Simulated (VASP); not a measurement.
# Li (P6/mmm) in VASP: further runs

Runs on Li. Level: PBE. Tasks: single point.

Program: VASP 6.6.1. These are calculated values, not measurements. Logs are shortened: lines on timing, memory, paths and dates and some standing lists are left out, and cuts for length are marked.

## (1) The cell of the first run

Symmetry: P6/mmm, No. 191, hexagonal system. The conventional cell has a = 2.271 Å, b = 2.271 Å, c = 2.045 Å, α = 90.00°, β = 90.00°, γ = 120.00°. Li (site symmetry 6/mmm) has 8 Li at 2.04 to 2.27 Å within 2.7 Å.

This isn't the form of Li at room conditions, which is bcc.

## (2) Single point, PBE

INCAR

```
  PREC = Accurate
  ENCUT = 520
  EDIFF = 1E-6
  ISMEAR = -1
  SIGMA = 0.1
  LREAL = F
  LASPH = T
  NELM = 100
  ALGO = Normal
  ISIF = 2
  LWAVE = F
  LCHARG = T
  GGA = PE
  LELF = T
  LVHAR = T
  NBANDS = 8
```

KPOINTS

```
Automatic mesh
0
Gamma
  16 16 15
```

POSCAR

```
Li
1.0
    2.2706942878      0.0000000000      0.0000000000
   -1.1353471439      1.9664789374      0.0000000000
    0.0000000000      0.0000000000      2.0447013999
Li
1
Direct
    0.0000000000      0.0000000000      0.0000000000
```

Potentials or basis: VASP PAW PBE potentials, release 64 (Li_sv).

Run with:

```bash
$ cat potpaw_PBE.64/Li_sv/POTCAR > POTCAR
$ mpirun -np 1 vasp_std > vasp.out
```

OUTCAR:

```text
PREC = Accurate
   ENCUT = 520
   EDIFF = 1E-6
   ISMEAR = -1
   LREAL = F
   LASPH = T
   NELM = 100
   ISIF = 2
   GGA = PE

 ion  position               nearest neighbor table
   1  0.000  0.000  0.000-

  LATTYP: Found a hexagonal cell.
 ALAT       =     2.2706942878
 C/A-ratio  =     0.9004741021

  Lattice vectors:

 A1 = (   2.2706942878,   0.0000000000,   0.0000000000)
 A2 = (  -1.1353471439,   1.9664789374,   0.0000000000)
 A3 = (   0.0000000000,   0.0000000000,   2.0447013999)

Analysis of symmetry for initial positions (statically):
=====================================================================
 Subroutine PRICEL returns:
 Original cell was already a primitive cell.

 Routine SETGRP: Setting up the symmetry group for a
 hexagonal supercell.

 Subroutine GETGRP returns: Found 24 space group operations
 (whereof 24 operations were pure point group operations)
 out of a pool of 24 trial point group operations.

The static configuration has the point symmetry D_6h.

Analysis of symmetry for dynamics (positions and initial velocities):
=====================================================================
 Subroutine PRICEL returns:
 Original cell was already a primitive cell.

 Routine SETGRP: Setting up the symmetry group for a
 hexagonal supercell.

 Subroutine GETGRP returns: Found 24 space group operations
 (whereof 24 operations were pure point group operations)
 out of a pool of 24 trial point group operations.

The dynamic configuration has the point symmetry D_6h.

 Subroutine INISYM returns: Found 24 space group operations
 (whereof 24 operations are pure point group operations),
 and found     1 'primitive' translations

----------------------------------------------------------------------------------------

                                     Primitive cell

  volume of cell :       9.1301

  direct lattice vectors                    reciprocal lattice vectors
     2.270694288  0.000000000  0.000000000     0.440393938  0.254261559  0.000000000
    -1.135347144  1.966478937  0.000000000     0.000000000  0.508523118  0.000000000
     0.000000000  0.000000000  2.044701400     0.000000000  0.000000000  0.489068966

  length of vectors
     2.270694288  2.270694288  2.044701400     0.508523118  0.508523118  0.489068966

  position of ions in fractional coordinates (direct lattice)
     0.000000000  0.000000000  0.000000000
[... 76 lines left out ...]
   EDIFF  = 0.1E-05   stopping-criterion for ELM
   LREAL  =      F    real-space projection
   EDIFFG = 0.1E-04   stopping-criterion for IOM
   NSW    =      0    number of steps for IOM
   IBRION =     -1    ionic relax: 0-MD 1-quasi-New 2-CG
   NFREE  =      0    steps in history (QN), initial steepest desc. (CG)
   ISIF   =      2    stress and relaxation
   ISYM   =      2    0-nonsym 1-usesym 2-fastsym
   POTIM  = 0.5000    time-step for ionic-motion
   TEBEG  =    0.0;   TEEND  =   0.0 temperature during run
   PSTRESS=    0.0 pullay stress
   NELECT =       3.0000    total number of electrons
   NUPDOWN=      -1.0000    fix difference up-down
   EMIN   =  10.00;   EMAX   =-10.00  energy-range for DOS
   EFERMI =   0.00;   METHOD = LEGACY
   ISMEAR =    -1;   SIGMA  =   0.10  broadening in eV -4-tet -1-fermi 0-gaus
   EFERMI_NEDOS =   21; number of points for ismear=-14 and -15
   IALGO  =     38    algorithm
   IMIX   =      4    mixing-type and parameters
     AMIX     =   0.40;   BMIX     =  1.00
     AMIX_MAG =   1.60;   BMIX_MAG =  1.00
  volume/ion in A,a.u.               =       9.13        61.61
  Fermi-wavevector in a.u.,A,eV,Ry     =   1.129681  2.134788 17.363483  1.276180
  Thomas-Fermi vector in A             =   2.266376
   LORBIT       =      0    0 simple, 1 ext, 2 COOP (PROOUT), +10 PAW based schemes
   GGA     = PE    functional components
   LHFCALC =     F    Hartree Fock is set to
   AEXX    =    0.0000 exact exchange contribution
   IVDW    =     0    specifies the selected vdW correction
   LEPSILON=     F    determine dielectric tensor
   LRPA    =     F    only Hartree local field effects (RPA)
 non-spin polarized calculation
  energy-cutoff  :      520.00
  volume of cell :        9.13
 maximum number of plane-waves:       260
 NGX is ok and might be reduce to    18
   NGX =  9   NGY =  9   NGZ =  7

 number of electron       3.0000001 magnetization

 Free energy of the ion-electron system (eV)
  ---------------------------------------------------
  ext. energy  EPLUGINS =         0.00000000
  ---------------------------------------------------
  free energy    TOTEN  =        -1.09615429 eV

  energy without entropy =       -1.08489238  energy(sigma->0) =       -1.09052334

 E-fermi :   3.6844     XC(G=0):  -9.3053

 val. band max:        3.6004578039   @ k =   0.1875   0.0625   0.4000
 cond. band min:       3.6915352684   @ k =   0.3750   0.0625   0.2000
 fundamental gap:      0.0910774645
 Fermi energy:         3.6844354155

 k-point     1 :       0.0000    0.0000    0.0000
  band No.  band energies     occupation
      1     -42.2752      2.00000
      2      -0.2359      2.00000
      3      25.7881      0.00000
      4      26.5919      0.00000
      5      26.5919      0.00000
      6      29.5859      0.00000
      7      32.6943      0.00000
      8      32.6943      0.00000
[... 243 lines left out ...]
 k-point    24 :       0.2500    0.1875    0.0000
  band No.  band energies     occupation
      1     -42.0293      2.00000
      2       2.3327      2.00000
      3      11.8984      0.00000
      4      17.7767      0.00000
      5      30.4753      0.00000
      6      33.3851      0.00000
      7      37.0383      0.00000
      8      40.4175      0.00000

 [... further k-points ...]

------------------------ aborting loop because EDIFF is reached ----------------------------------------

  FORCE on cell =-STRESS in cart. coord.  units (eV):
  Direction    XX          YY          ZZ          XY          YZ          ZX
  --------------------------------------------------------------------------------------
  -------------------------------------------------------------------------------------
  Total        2.1967356      2.1967356      2.1944590      0.0000000      0.0000000     -0.0000000
  in kB      385.4876931    385.4876931    385.0881761      0.0000000      0.0000000     -0.0000000
  external PRESSURE =     385.3545208 kB  Pullay stress =       0.0000000 kB

 VOLUME and BASIS-vectors are now :
 -----------------------------------------------------------------------------
  energy-cutoff  :      520.00
  volume of cell :        9.13
      direct lattice vectors                 reciprocal lattice vectors
     2.270694288  0.000000000  0.000000000     0.440393938  0.254261559  0.000000000
    -1.135347144  1.966478937  0.000000000     0.000000000  0.508523118  0.000000000
     0.000000000  0.000000000  2.044701400     0.000000000  0.000000000  0.489068966

 POSITION                                       TOTAL-FORCE (eV/Angst)
 -----------------------------------------------------------------------------------
      0.00000      0.00000      0.00000         0.000000      0.000000      0.000000
 -----------------------------------------------------------------------------------
    total drift:                                0.000000      0.000000      0.000000

  FREE ENERGIE OF THE ION-ELECTRON SYSTEM (eV)
  ---------------------------------------------------
  free  energy   TOTEN  =        -1.0961542885 eV

  energy  without entropy=       -1.0848923821  energy(sigma->0) =       -1.09052334
```

stdout:

```text
POSCAR found type information on POSCAR Li
 POSCAR found :  1 types and       1 ions
 scaLAPACK will be used
 LDA part: xc-table for (Slater+PW92), standard interpolation
 POSCAR, INCAR and KPOINTS ok, starting setup
 FFT: planning ... GRIDC
 FFT: planning ... GRID_SOFT
 FFT: planning ... GRID
 WAVECAR not read
 entering main loop
```

Run time: 21 s. Hardware: 1 thread of Intel Xeon 8259CL, shared host; peak memory 0.12 GiB.

What came out:

```
Free energy            : -1.0962 eV
Band gap on the k mesh : zero (an odd number of electrons rules out a gap without spin polarisation)
```

Caveat: the cutoff is under 1.25 times the usual one of these potentials, so pressure, stress and relaxed cells hold a basis-set (Pulay) error.

## (3) Single point, PBE (9.13 Å³/atom)

INCAR

```
SYSTEM = Li
ALGO = Normal
EDIFF = 1E-6
ENCUT = 520
GGA = PE
ISIF = 2
ISMEAR = -1
LASPH = .True.
LCHARG = .True.
LELF = .True.
LREAL = .False.
LVHAR = .True.
LWAVE = .False.
NBANDS = 8
NELM = 100
PREC = Accurate
SIGMA = 0.1
```

KPOINTS

```
k-points
0
Gamma
  16 16 15
  0 0 0
```

POSCAR is that of step 2.

Potentials or basis: VASP PAW PBE potentials, release 64 (Li_sv).

Run with:

```bash
$ cat potpaw_PBE.64/Li_sv/POTCAR > POTCAR
$ mpirun -np 1 vasp_std > vasp.out
```

It took 25 s on 1 thread of Intel Xeon 8259CL, shared host; peak memory 0.12 GiB.

It converged, with:

- Free energy: -1.0962 eV
- Band gap on the k mesh: zero (an odd number of electrons rules out a gap without spin polarisation)

Levels at points of the mesh, in eV from the Fermi level:
```csv
k point,band 1,band 2,band 3,band 4,band 5
"(0.00, 0.00, 0.00)",-45.96,-3.92,22.10,22.91,22.91
"(0.50, 0.00, 0.00)",-45.68,-0.84,6.60,15.99,23.21
```

Caveat: the cutoff is under 1.25 times the usual one of these potentials, so pressure, stress and relaxed cells hold a basis-set (Pulay) error.

## (4) Single point, PBE

This run uses another cell than the first one, of 10.55 Å³/atom.

INCAR

```
SYSTEM = Li
PREC     = Accurate       ! precision mode
ENCUT    = 520            ! plane-wave cutoff, eV
EDIFF    = 1E-6           ! SCF threshold, eV
ISMEAR   = -1             ! smearing method
SIGMA    = 0.1            ! smearing width, eV
LREAL    = .False.        ! projectors in reciprocal space
LASPH    = .True.         ! aspherical terms in the spheres
NELM     = 80             ! most SCF steps
ALGO     = Normal         ! electronic algorithm
ISIF     = 2              ! what is computed and relaxed
LWAVE    = .False.        ! write WAVECAR
LCHARG   = .False.        ! write CHGCAR
GGA      = PE             ! functional
NBANDS   = 8              ! bands
```

KPOINTS

```
regular mesh
0
Gamma
  16 16 15
  0 0 0
```

POSCAR

```
Li
1.0
    2.3772982050      0.0000000000      0.0000000000
   -1.1886491025      2.0588006379      0.0000000000
    0.0000000000      0.0000000000      2.1556127026
Li
1
Direct
    0.0000000000      0.0000000000      0.0000000000
```

Potentials or basis: VASP PAW PBE potentials, release 64 (Li_sv).

Run with:

```bash
$ cat potpaw_PBE.64/Li_sv/POTCAR > POTCAR
$ mpirun -np 1 vasp_std > vasp.out
```

OUTCAR:

```text
SYSTEM = Li
   PREC = Accurate
   ENCUT = 520
   EDIFF = 1E-6
   ISMEAR = -1
   LREAL = .False.
   LASPH = .True.
   NELM = 80
   ISIF = 2
   GGA = PE

 ion  position               nearest neighbor table
   1  0.000  0.000  0.000-

  LATTYP: Found a hexagonal cell.
 ALAT       =     2.3772982050
 C/A-ratio  =     0.9067489716

  Lattice vectors:

 A1 = (   2.3772982050,   0.0000000000,   0.0000000000)
 A2 = (  -1.1886491025,   2.0588006379,   0.0000000000)
 A3 = (   0.0000000000,   0.0000000000,   2.1556127026)

Analysis of symmetry for initial positions (statically):
=====================================================================
 Subroutine PRICEL returns:
 Original cell was already a primitive cell.

 Routine SETGRP: Setting up the symmetry group for a
 hexagonal supercell.

 Subroutine GETGRP returns: Found 24 space group operations
 (whereof 24 operations were pure point group operations)
 out of a pool of 24 trial point group operations.

The static configuration has the point symmetry D_6h.

Analysis of symmetry for dynamics (positions and initial velocities):
=====================================================================
[... 161 lines left out ...]
 Fermi energy:         2.9476384120

 k-point     1 :       0.0000    0.0000    0.0000
  band No.  band energies     occupation
      1     -42.9888      2.00000
      2      -1.0163      2.00000
      3      22.7823      0.00000
      4      23.8909      0.00000
      5      23.8909      0.00000
      6      26.3658      0.00000
      7      29.5476      0.00000
      8      29.5476      0.00000
[... 243 lines left out ...]
 k-point    24 :       0.2500    0.1875    0.0000
  band No.  band energies     occupation
      1     -42.8287      2.00000
      2       1.6605      1.99999
      3      10.5332      0.00000
      4      15.4523      0.00000
      5      27.0621      0.00000
      6      30.0921      0.00000
      7      33.2199      0.00000
      8      36.2775      0.00000

 [... further k-points ...]

------------------------ aborting loop because EDIFF is reached ----------------------------------------

  FORCE on cell =-STRESS in cart. coord.  units (eV):
  Direction    XX          YY          ZZ          XY          YZ          ZX
  --------------------------------------------------------------------------------------
  -------------------------------------------------------------------------------------
  Total        1.6319723      1.6319723      1.6287643      0.0000000      0.0000000      0.0000000
  in kB      247.8304511    247.8304511    247.3432888      0.0000000      0.0000000      0.0000000
  external PRESSURE =     247.6680636 kB  Pullay stress =       0.0000000 kB

 VOLUME and BASIS-vectors are now :
 -----------------------------------------------------------------------------
  energy-cutoff  :      520.00
  volume of cell :       10.55
      direct lattice vectors                 reciprocal lattice vectors
     2.377298205  0.000000000  0.000000000     0.420645587  0.242859843  0.000000000
    -1.188649103  2.058800638  0.000000000     0.000000000  0.485719686  0.000000000
     0.000000000  0.000000000  2.155612703     0.000000000  0.000000000  0.463905227

 POSITION                                       TOTAL-FORCE (eV/Angst)
 -----------------------------------------------------------------------------------
      0.00000      0.00000      0.00000        -0.000000      0.000000      0.000000
 -----------------------------------------------------------------------------------
    total drift:                                0.000000      0.000000      0.000000

  FREE ENERGIE OF THE ION-ELECTRON SYSTEM (eV)
  ---------------------------------------------------
  free  energy   TOTEN  =        -1.3754468260 eV

  energy  without entropy=       -1.3641031627  energy(sigma->0) =       -1.36977499
```

Run time: 18 s. Hardware: 1 thread of Intel Xeon 8259CL, shared host; peak memory 0.12 GiB.

Results:

```
Free energy            : -1.3754 eV
Band gap on the k mesh : zero (an odd number of electrons rules out a gap without spin polarisation)
```

Levels at points of the mesh, in eV from the Fermi level:
| k point | band 1 | band 2 | band 3 | band 4 | band 5 |
| --- | --- | --- | --- | --- | --- |
| (0.00, 0.00, 0.00) | -45.94 | -3.96 | 19.83 | 20.94 | 20.94 |
| (0.50, 0.00, 0.00) | -45.76 | -0.65 | 5.71 | 14.66 | 21.00 |

Caveat: the cutoff is under 1.25 times the usual one of these potentials, so pressure, stress and relaxed cells hold a basis-set (Pulay) error.
